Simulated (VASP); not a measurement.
# SrO (Fm-3m) in VASP: further runs

Runs on SrO. Level: LDA. Tasks: single point.

All numbers are computed with VASP 6.6.1; they aren't measurements. Logs are shortened: lines on timing, memory, paths and dates and some standing lists are left out, and cuts for length are marked.

**1. The cell of the first run**

Symmetry: Fm-3m, No. 225, cubic system. Conventional cell: a = 5.070 Å, b = 5.070 Å, c = 5.070 Å, α = 90.00°, β = 90.00°, γ = 90.00°. Sr (site symmetry m-3m) has 6 O at 2.54 Å within 3.3 Å. O (site symmetry m-3m) has 6 Sr at 2.54 Å within 3.3 Å.

**2. Single point, LDA (volume scaled by 0.96)**

Contents of INCAR:

```
SYSTEM = SrO
PREC = Accurate ; ENCUT = 520
EDIFF = 1E-6 ; ISMEAR = -1
SIGMA = 0.02 ; LREAL = .FALSE.
LASPH = .TRUE. ; NELM = 60
ALGO = Normal ; ISIF = 2
LWAVE = .FALSE. ; LCHARG = .TRUE.
LELF = .TRUE. ; LVHAR = .TRUE.
NBANDS = 15
```

Contents of KPOINTS:

```
Automatic mesh
0
G
  8 8 8
  0 0 0
```

Contents of POSCAR:

```
SrO
1.0
    0.0000000000      2.5350687154      2.5350687154
    2.5350687154      0.0000000000      2.5350687154
    2.5350687154      2.5350687154      0.0000000000
Sr O
1 1
Direct
    0.0000000000      0.0000000000      0.0000000000
    0.5000000000      0.5000000000      0.5000000000
```

Potentials or basis: VASP PAW LDA potentials, release 64 (Sr_sv, O).

On the command line:

```sh
$ cat potpaw_LDA.64/Sr_sv/POTCAR potpaw_LDA.64/O/POTCAR > POTCAR
$ mpirun -np 1 vasp_std > vasp.out
```

OUTCAR:

```text
SYSTEM = SrO
   PREC = Accurate
   ENCUT = 520
   EDIFF = 1E-6
   ISMEAR = -1
   LREAL = .FALSE.
   LASPH = .TRUE.
   NELM = 60
   ISIF = 2

 ion  position               nearest neighbor table
   1  0.000  0.000  0.000-   2 2.54   2 2.54   2 2.54   2 2.54   2 2.54   2 2.54
   2  0.500  0.500  0.500-   1 2.54   1 2.54   1 2.54   1 2.54   1 2.54   1 2.54

  LATTYP: Found a face centered cubic cell.
 ALAT       =     5.0701374308

  Lattice vectors:

 A1 = (   0.0000000000,   2.5350687154,   2.5350687154)
 A2 = (   2.5350687154,   0.0000000000,   2.5350687154)
 A3 = (   2.5350687154,   2.5350687154,   0.0000000000)

Analysis of symmetry for initial positions (statically):
=====================================================================
 Subroutine PRICEL returns:
 Original cell was already a primitive cell.

 Routine SETGRP: Setting up the symmetry group for a
 face centered cubic supercell.

 Subroutine GETGRP returns: Found 48 space group operations
 (whereof 48 operations were pure point group operations)
 out of a pool of 48 trial point group operations.

The static configuration has the point symmetry O_h .

Analysis of symmetry for dynamics (positions and initial velocities):
=====================================================================
 Subroutine PRICEL returns:
 Original cell was already a primitive cell.

 Routine SETGRP: Setting up the symmetry group for a
 face centered cubic supercell.

 Subroutine GETGRP returns: Found 48 space group operations
 (whereof 48 operations were pure point group operations)
 out of a pool of 48 trial point group operations.

The dynamic configuration has the point symmetry O_h .

 Subroutine INISYM returns: Found 48 space group operations
 (whereof 48 operations are pure point group operations),
 and found     1 'primitive' translations

----------------------------------------------------------------------------------------

                                     Primitive cell

  volume of cell :      32.5836

  direct lattice vectors                    reciprocal lattice vectors
     0.000000000  2.535068715  2.535068715    -0.197233312  0.197233312  0.197233312
     2.535068715  0.000000000  2.535068715     0.197233312 -0.197233312  0.197233312
     2.535068715  2.535068715  0.000000000     0.197233312  0.197233312 -0.197233312

  length of vectors
     3.585128559  3.585128559  3.585128559     0.341618118  0.341618118  0.341618118

  position of ions in fractional coordinates (direct lattice)
     0.000000000  0.000000000  0.000000000
     0.500000000  0.500000000  0.500000000

  ion indices of the primitive-cell ions
   primitive index   ion index
                 1           1
                 2           2

----------------------------------------------------------------------------------------

 KPOINTS: Automatic mesh

Automatic generation of k-mesh.
 Grid dimensions read from file:
 generate k-points for:    8    8    8

 Generating k-lattice:

  Cartesian coordinates                     Fractional coordinates (reciprocal lattice)
    -0.024654164  0.024654164  0.024654164     0.125000000  0.000000000  0.000000000
     0.024654164 -0.024654164  0.024654164     0.000000000  0.125000000  0.000000000
     0.024654164  0.024654164 -0.024654164     0.000000000  0.000000000  0.125000000

  Length of vectors
     0.042702265  0.042702265  0.042702265

  Shift w.r.t. Gamma in fractional coordinates (k-lattice)
     0.000000000  0.000000000  0.000000000

 Subroutine IBZKPT returns following result:
 ===========================================

 Found     29 irreducible k-points:

 Following reciprocal coordinates:
            Coordinates               Weight
  0.000000  0.000000  0.000000      1.000000
  0.125000  0.000000  0.000000      8.000000
  0.250000  0.000000  0.000000      8.000000
  0.375000  0.000000  0.000000      8.000000
  0.500000  0.000000  0.000000      4.000000
  0.125000  0.125000  0.000000      6.000000
[... 16 lines left out ...]
  0.500000  0.250000  0.125000     48.000000
 -0.375000  0.250000  0.125000     24.000000
 [... further k-points ...]
   k-points           NKPTS =     29   k-points in BZ     NKDIM =     29   number of bands    NBANDS=     15
   number of dos      NEDOS =    301   number of ions     NIONS =      2
   total plane-waves  NPLWV =  21952
   dimension x,y,z NGX =    28 NGY =   28 NGZ =   28
   dimension x,y,z NGXF=    56 NGYF=   56 NGZF=   56
   ions per type =               1   1
   NGX,Y,Z   is equivalent  to a cutoff of  12.98, 12.98, 12.98 a.u.
   NGXF,Y,Z  is equivalent  to a cutoff of  25.97, 25.97, 25.97 a.u.
 SYSTEM =  SrO
   PREC   = accura    normal or accurate (medium, high low for compatibility)
   ISTART =      0    job   : 0-new  1-cont  2-samecut
   ICHARG =      2    charge: 1-file 2-atom 10-const
   ISPIN  =      1    spin polarized calculation?
   LNONCOLLINEAR =      F non collinear calculations
   LSORBIT =      F    spin-orbit coupling
   LASPH  =      T    aspherical Exc in radial PAW
   ENCUT  =  520.0 eV  38.22 Ry    6.18 a.u.   6.67  6.67  6.67*2*pi/ulx,y,z
   NELM   =     60;   NELMIN=  2; NELMDL= -5     # of ELM steps
   EDIFF  = 0.1E-05   stopping-criterion for ELM
   LREAL  =      F    real-space projection
   EDIFFG = 0.1E-04   stopping-criterion for IOM
   NSW    =      0    number of steps for IOM
   IBRION =     -1    ionic relax: 0-MD 1-quasi-New 2-CG
   NFREE  =      0    steps in history (QN), initial steepest desc. (CG)
   ISIF   =      2    stress and relaxation
   ISYM   =      2    0-nonsym 1-usesym 2-fastsym
   POTIM  = 0.5000    time-step for ionic-motion
   TEBEG  =    0.0;   TEEND  =   0.0 temperature during run
   PSTRESS=    0.0 pullay stress
   NELECT =      16.0000    total number of electrons
   NUPDOWN=      -1.0000    fix difference up-down
   EMIN   =  10.00;   EMAX   =-10.00  energy-range for DOS
   EFERMI =   0.00;   METHOD = LEGACY
   ISMEAR =    -1;   SIGMA  =   0.02  broadening in eV -4-tet -1-fermi 0-gaus
   EFERMI_NEDOS =   21; number of points for ismear=-14 and -15
   IALGO  =     38    algorithm
   IMIX   =      4    mixing-type and parameters
     AMIX     =   0.40;   BMIX     =  1.00
     AMIX_MAG =   1.60;   BMIX_MAG =  1.00
  volume/ion in A,a.u.               =      16.29       109.94
  Fermi-wavevector in a.u.,A,eV,Ry     =   1.291562  2.440697 22.696302  1.668131
  Thomas-Fermi vector in A             =   2.423324
   LORBIT       =      0    0 simple, 1 ext, 2 COOP (PROOUT), +10 PAW based schemes
   GGA     = CA    functional components
   LHFCALC =     F    Hartree Fock is set to
   AEXX    =    0.0000 exact exchange contribution
   IVDW    =     0    specifies the selected vdW correction
   LEPSILON=     F    determine dielectric tensor
   LRPA    =     F    only Hartree local field effects (RPA)
 non-spin polarized calculation
  energy-cutoff  :      520.00
  volume of cell :       32.58
 maximum number of plane-waves:       893
   NGX = 13   NGY = 13   NGZ = 13

 number of electron      15.9999995 magnetization

 Free energy of the ion-electron system (eV)
  ---------------------------------------------------
  ext. energy  EPLUGINS =         0.00000000
  ---------------------------------------------------
  free energy    TOTEN  =       -13.38729038 eV

  energy without entropy =      -13.38729038  energy(sigma->0) =      -13.38729038

 E-fermi :   2.0471     XC(G=0): -10.7271

 val. band max:        1.5539890169   @ k =   0.0000   0.0000   0.0000
 cond. band min:       4.6172816083   @ k =   0.5000   0.5000   0.0000
 fundamental gap:      3.0632925914
 Fermi energy:         2.0471319533

 k-point     1 :       0.0000    0.0000    0.0000
  band No.  band energies     occupation
      1     -30.3929      2.00000
      2     -13.2603      2.00000
      3     -12.0700      2.00000
      4     -12.0700      2.00000
      5     -12.0700      2.00000
      6       1.5540      2.00000
      7       1.5540      2.00000
      8       1.5540      2.00000
      9       5.6602      0.00000
     10       7.7448      0.00000
     11       7.7448      0.00000
     12       7.7448      0.00000
     13      10.0680      0.00000
     14      10.0680      0.00000
     15      14.1866      0.00000

 k-point     2 :       0.1250    0.0000    0.0000
  band No.  band energies     occupation
      1     -30.3679      2.00000
      2     -13.6723      2.00000
      3     -12.0840      2.00000
      4     -12.0840      2.00000
      5     -11.7161      2.00000
      6       1.0698      2.00000
      7       1.3355      2.00000
      8       1.3355      2.00000
      9       6.3847      0.00000
     10       7.5829      0.00000
     11       8.0709      0.00000
     12       8.0709      0.00000
     13      10.5116      0.00000
     14      10.5116      0.00000
     15      15.2556      0.00000

 k-point     3 :       0.2500    0.0000    0.0000
  band No.  band energies     occupation
      1     -30.3066      2.00000
      2     -14.3159      2.00000
      3     -12.1174      2.00000
      4     -12.1174      2.00000
      5     -11.2134      2.00000
      6       0.1861      2.00000
      7       0.8678      2.00000
      8       0.8678      2.00000
      9       7.5437      0.00000
     10       7.9491      0.00000
     11       8.9596      0.00000
     12       8.9596      0.00000
     13      11.6135      0.00000
     14      11.6135      0.00000
     15      17.4461      0.00000

 k-point     4 :       0.3750    0.0000    0.0000
  band No.  band energies     occupation
      1     -30.2441      2.00000
      2     -14.7978      2.00000
      3     -12.1500      2.00000
      4     -12.1500      2.00000
      5     -10.8725      2.00000
      6      -0.5144      2.00000
      7       0.4616      2.00000
      8       0.4616      2.00000
      9       7.9092      0.00000
     10       9.4851      0.00000
     11      10.0576      0.00000
     12      10.0576      0.00000
     13      12.9770      0.00000
     14      12.9770      0.00000
     15      17.5123      0.00000
[... 307 lines left out ...]
 k-point    22 :       0.3750    0.2500    0.1250
  band No.  band energies     occupation
      1     -30.2620      2.00000
      2     -14.3470      2.00000
      3     -12.3824      2.00000
      4     -12.1888      2.00000
      5     -11.2647      2.00000
      6      -0.0069      2.00000
      7       0.7950      2.00000
      8       1.2792      2.00000
      9       6.5202      0.00000
     10       8.2723      0.00000
     11       9.8969      0.00000
     12      10.3134      0.00000
     13      11.7789      0.00000
     14      12.6498      0.00000
     15      18.4717      0.00000

 k-point    23 :       0.5000    0.2500    0.1250
  band No.  band energies     occupation
      1     -30.2125      2.00000
      2     -14.5425      2.00000
      3     -12.5095      2.00000
      4     -12.2781      2.00000
      5     -11.1892      2.00000
      6      -0.0755      2.00000
      7       0.5456      2.00000
      8       1.0245      2.00000
      9       7.0714      0.00000
     10       8.8700      0.00000
     11      10.7196      0.00000
     12      10.8174      0.00000
     13      12.9872      0.00000
     14      13.9598      0.00000
     15      16.1440      0.00000

 k-point    24 :      -0.3750    0.2500    0.1250
  band No.  band energies     occupation
      1     -30.1917      2.00000
      2     -14.6203      2.00000
      3     -12.5367      2.00000
      4     -12.3441      2.00000
      5     -11.1579      2.00000
      6      -0.1211      2.00000
      7       0.6361      2.00000
      8       0.7376      2.00000
      9       7.9561      0.00000
     10       8.3228      0.00000
     11      11.1807      0.00000
     12      11.2802      0.00000
     13      13.5609      0.00000
     14      14.8575      0.00000
     15      15.2107      0.00000

 [... further k-points ...]
[... 5 lines left out ...]
  --------------------------------------------------------------------------------------
  -------------------------------------------------------------------------------------
  Total        0.0960146      0.0960146      0.0960146      0.0000000      0.0000000      0.0000000
  in kB        4.7211571      4.7211571      4.7211571      0.0000000      0.0000000      0.0000000
  external PRESSURE =       4.7211571 kB  Pullay stress =       0.0000000 kB

 VOLUME and BASIS-vectors are now :
 -----------------------------------------------------------------------------
  energy-cutoff  :      520.00
  volume of cell :       32.58
      direct lattice vectors                 reciprocal lattice vectors
     0.000000000  2.535068715  2.535068715    -0.197233312  0.197233312  0.197233312
     2.535068715  0.000000000  2.535068715     0.197233312 -0.197233312  0.197233312
     2.535068715  2.535068715  0.000000000     0.197233312  0.197233312 -0.197233312

 POSITION                                       TOTAL-FORCE (eV/Angst)
 -----------------------------------------------------------------------------------
      0.00000      0.00000      0.00000         0.000000      0.000000      0.000000
      2.53507      2.53507      2.53507         0.000000      0.000000     -0.000000
 -----------------------------------------------------------------------------------
    total drift:                                0.000000      0.000000      0.000000

  FREE ENERGIE OF THE ION-ELECTRON SYSTEM (eV)
  ---------------------------------------------------
  free  energy   TOTEN  =       -13.3872903762 eV

  energy  without entropy=      -13.3872903762  energy(sigma->0) =      -13.38729038
```

Wall time 8.6 s (1 thread of Intel Xeon 6975P-C, shared host); peak memory 0.15 GiB.

What came out:

| Property | Result |
| --- | --- |
| Free energy | -13.3873 eV |
| Pressure | 0.5 GPa |
| Band gap on the k mesh | 3.06 eV, indirect (least direct gap 3.12 eV) |

Levels at points of the mesh, in eV from the valence-band top:
```
           k point  band 4  band 5  band 6  band 7  band 8  band 9  band 10  band 11  band 12  band 13
(0.00, 0.00, 0.00)  -13.62  -13.62    0.00    0.00    0.00    4.11     6.19     6.19     6.19     8.51
(0.50, 0.00, 0.00)  -13.72  -12.31   -2.33   -1.25   -1.25    6.63     8.61     9.05     9.05    12.37
(0.50, 0.50, 0.00)  -14.06  -14.06   -0.35   -0.05   -0.05    3.06     8.09    10.47    10.55    11.49
```

 A k mesh can miss the band edges.

[end of part 1 of 2]
